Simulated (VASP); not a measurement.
# Sr3Ir (Pm-3m) in VASP: a series of runs, part 2 of 2

VASP 6.6.1.

**4. Relaxation of cell and atoms, PBE**

Contents of INCAR:

```
ALGO = Fast ; EDIFF = 1E-6
EDIFFG = -0.04 ; ENCUT = 600
GGA = PE ; IBRION = 2
ISIF = 3 ; ISMEAR = 0
LASPH = True ; LCHARG = False
LREAL = False ; LWAVE = False
NELM = 60 ; NSW = 90
PREC = Accurate ; SIGMA = 0.1
```

Contents of KPOINTS:

```
k-points
0
Gamma
  4 4 4
```

Contents of POSCAR:

```
Sr3Ir
1.0
    4.7718083251      0.0000000000      0.0000000000
    0.0000000000      4.7718083251      0.0000000000
    0.0000000000      0.0000000000      4.7718083251
Sr Ir
3 1
Direct
    0.0000000000      0.5000000000      0.5000000000
    0.5000000000      0.0000000000      0.5000000000
    0.5000000000      0.5000000000      0.0000000000
    0.0000000000      0.0000000000      0.0000000000
```

Launch:

```bash
> cat potpaw_PBE.64/Sr_sv/POTCAR potpaw_PBE.64/Ir/POTCAR > POTCAR
> mpirun -np 1 vasp_std > vasp.out
```

It took 70 s on 1 thread of Intel Xeon 6975P-C (Granite Rapids), shared host; peak memory 0.26 GiB.

It converged, with:

* Free energy: -12.7452 eV
* Relaxed volume: 31.80 Å³/atom
* Relaxed cell: a = 5.029 Å, b = 5.029 Å, c = 5.029 Å, α = 90.00°, β = 90.00°, γ = 90.00°
* Space group after relaxing (to 0.1 Å): Pm-3m (No. 221)
* Energy gained by relaxing: 71.0 meV/atom
* Ionic steps: 3
* Pressure after relaxing: -0.1 GPa
* Band gap on the k mesh: zero (an odd number of electrons rules out a gap without spin polarisation)

Step by step:
```csv
step,energy change (eV),largest force (eV/Å),pressure (GPa),volume (Å³)
1,0.0000,0.0000,5.63,108.65
2,-0.2798,0.0000,0.58,124.38
3,-0.2839,0.0000,-0.10,127.22
```

Final structure:
```
CELL_PARAMETERS angstrom
5.02939 0.00000 0.00000
0.00000 5.02939 0.00000
0.00000 0.00000 5.02939
ATOMIC_POSITIONS crystal
Sr 0.00000 0.50000 0.50000
Sr 0.50000 0.00000 0.50000
Sr 0.50000 0.50000 0.00000
Ir 0.00000 0.00000 0.00000
```

Levels at points of the mesh, in eV from the Fermi level:
```tsv
k point	band 17	band 18	band 19	band 20	band 21	band 22
(0.00, 0.00, 0.00)	-1.55	-1.55	-1.55	1.41	1.41	1.41
(0.50, 0.00, 0.00)	-1.13	-1.13	-0.90	-0.45	0.88	0.88
(0.50, 0.50, 0.00)	-1.14	-0.88	-0.88	-0.79	0.01	0.71
(0.50, 0.50, 0.50)	-0.91	-0.91	0.64	0.64	0.64	1.16
```

Caveat: the volume moved by over 15 % at a fixed basis, so the end points are rough; spin-orbit coupling is left out, which moves the levels of the heavy elements.

**5. Single point, PBE**

This run uses another cell than the first one, of 31.68 Å³/atom.

Contents of INCAR:

```
ALGO = Fast
EDIFF = 1E-7
ENCUT = 520
GGA = PE
ISIF = 2
ISMEAR = 0
LASPH = T
LCHARG = F
LREAL = F
LWAVE = F
NBANDS = 28
NELM = 100
PREC = Accurate
SIGMA = 0.1
```

Contents of KPOINTS:

```
k-points
0
Gamma
  10 10 10
```

Contents of POSCAR:

```
Sr3Ir
1.0
    5.0226795634      0.0000000000      0.0000000000
    0.0000000000      5.0226795634      0.0000000000
    0.0000000000      0.0000000000      5.0226795634
Sr Ir
3 1
Direct
    0.0000000000      0.5000000000      0.5000000000
    0.5000000000      0.0000000000      0.5000000000
    0.5000000000      0.5000000000      0.0000000000
    0.0000000000      0.0000000000      0.0000000000
```

Launch:

```bash
> cat potpaw_PBE.64/Sr_sv/POTCAR potpaw_PBE.64/Ir/POTCAR > POTCAR
> mpirun -np 1 vasp_std > vasp.out
```

It took 2.3 min on 1 thread of Intel Xeon 6975P-C (Granite Rapids), shared host; peak memory 0.36 GiB.

The run converged. Its results:

```
Free energy            : -12.7613 eV
Pressure               : 0.1 GPa
Band gap on the k mesh : zero (an odd number of electrons rules out a gap without spin polarisation)
```

Levels at points of the mesh, in eV from the Fermi level:
| k point | band 16 | band 17 | band 18 | band 19 | band 20 | band 21 | band 22 | band 23 |
| --- | --- | --- | --- | --- | --- | --- | --- | --- |
| (0.00, 0.00, 0.00) | -2.01 | -1.55 | -1.55 | -1.55 | 1.40 | 1.40 | 1.40 | 2.11 |
| (0.50, 0.00, 0.00) | -1.34 | -1.13 | -1.13 | -0.89 | -0.47 | 0.88 | 0.88 | 1.07 |
| (0.50, 0.50, 0.00) | -1.14 | -1.14 | -0.88 | -0.88 | -0.78 | -0.01 | 0.71 | 1.39 |
| (0.50, 0.50, 0.50) | -1.98 | -0.90 | -0.90 | 0.63 | 0.63 | 0.63 | 1.17 | 1.17 |

Caveat: spin-orbit coupling is left out, which moves the levels of the heavy elements.

**6. Relaxation of cell and atoms, PBE**

This run uses another cell than the first one, of 31.51 Å³/atom.

Contents of INCAR:

```
ALGO = Fast
EDIFF = 1E-6
EDIFFG = -0.01
ENCUT = 600
GGA = PE
IBRION = 2
ISIF = 3
ISMEAR = 0
LASPH = True
LCHARG = False
LREAL = False
LWAVE = False
NELM = 100
NSW = 100
PREC = Accurate
SIGMA = 0.1
```

KPOINTS is that of step 5.

Contents of POSCAR:

```
Sr3Ir
1.0
    5.0137798454      0.0000000000      0.0000000000
    0.0000000000      5.0137798454      0.0000000000
    0.0000000000      0.0000000000      5.0137798454
Sr Ir
3 1
Direct
    0.0000000000      0.5000000000      0.5000000000
    0.5000000000      0.0000000000      0.5000000000
    0.5000000000      0.5000000000      0.0000000000
    0.0000000000      0.0000000000      0.0000000000
```

Potentials or basis: VASP PAW PBE potentials, release 64 (Sr_sv, Ir).

Launch:

```bash
> cat potpaw_PBE.64/Sr_sv/POTCAR potpaw_PBE.64/Ir/POTCAR > POTCAR
> mpirun -np 1 vasp_std > vasp.out
```

It took 3.7 min on 1 thread of Intel Xeon 6975P-C (Granite Rapids), shared host; peak memory 0.39 GiB.

Results (log left out):

```
Free energy                           : -12.7612 eV
Relaxed volume                        : 31.86 Å³/atom
Relaxed cell                          : a = 5.032 Å, b = 5.032 Å, c = 5.032 Å, α = 90.00°, β = 90.00°, γ = 90.00°
Space group after relaxing (to 0.1 Å) : Pm-3m (No. 221)
Energy gained by relaxing             : 0.3 meV/atom
Ionic steps                           : 3
Pressure after relaxing               : 0.0 GPa
Band gap on the k mesh                : zero (an odd number of electrons rules out a gap without spin polarisation)
```

Step by step:
| step | energy change (eV) | largest force (eV/Å) | pressure (GPa) | volume (Å³) |
| --- | --- | --- | --- | --- |
| 1 | 0.0000 | 0.0000 | 0.32 | 126.04 |
| 2 | -0.0013 | 0.0000 | 0.06 | 127.18 |
| 3 | -0.0013 | 0.0000 | 0.01 | 127.43 |

Final structure:
```
Sr Ir
1.0
     5.03222    0.00000    0.00000
     0.00000    5.03222    0.00000
     0.00000    0.00000    5.03222
Sr Ir
3 1
Direct
  0.00000 0.50000 0.50000
  0.50000 0.00000 0.50000
  0.50000 0.50000 0.00000
  0.00000 0.00000 0.00000
```

Levels at points of the mesh, in eV from the Fermi level:
```tsv
k point	band 17	band 18	band 19	band 20	band 21	band 22
(0.00, 0.00, 0.00)	-1.54	-1.54	-1.54	1.40	1.40	1.40
(0.50, 0.00, 0.00)	-1.12	-1.12	-0.88	-0.46	0.88	0.88
(0.50, 0.50, 0.00)	-1.13	-0.89	-0.89	-0.77	-0.02	0.71
(0.50, 0.50, 0.50)	-0.89	-0.89	0.63	0.63	0.63	1.16
```

Caveat: spin-orbit coupling is left out, which moves the levels of the heavy elements.

**7. Overview**

```csv
task,cell,k mesh,cutoff (eV),gap on the mesh (eV),pressure (GPa),relaxed volume (Å³/atom)
single point,"a = 4.772 Å, 4 atoms",4 × 4 × 4,520,none,5.6,-
single point,"a = 5.014 Å, 4 atoms",4 × 4 × 4,520,none,0.2,-
relaxation of cell and atoms,"relaxed from a = 4.772 Å, 4 atoms",4 × 4 × 4,600,none,-0.1,31.80
single point,"a = 5.023 Å, 4 atoms",10 × 10 × 10,520,none,0.1,-
relaxation of cell and atoms,"relaxed from a = 5.014 Å, 4 atoms",10 × 10 × 10,600,none,0.0,31.86
```

Alike in all rows: level PBE; potentials or basis VASP PAW PBE potentials, release 64 (Sr_sv, Ir); no spin polarisation; smearing gaussian 0.1 eV.

Caveats: spin-orbit coupling is left out, which moves the levels of the heavy elements; the cell stands under pressure (at least some runs); the volume moved by over 15 % at a fixed basis, so the end points are rough (at least some runs).

Absolute energies hang on the potentials; compare differences alone.
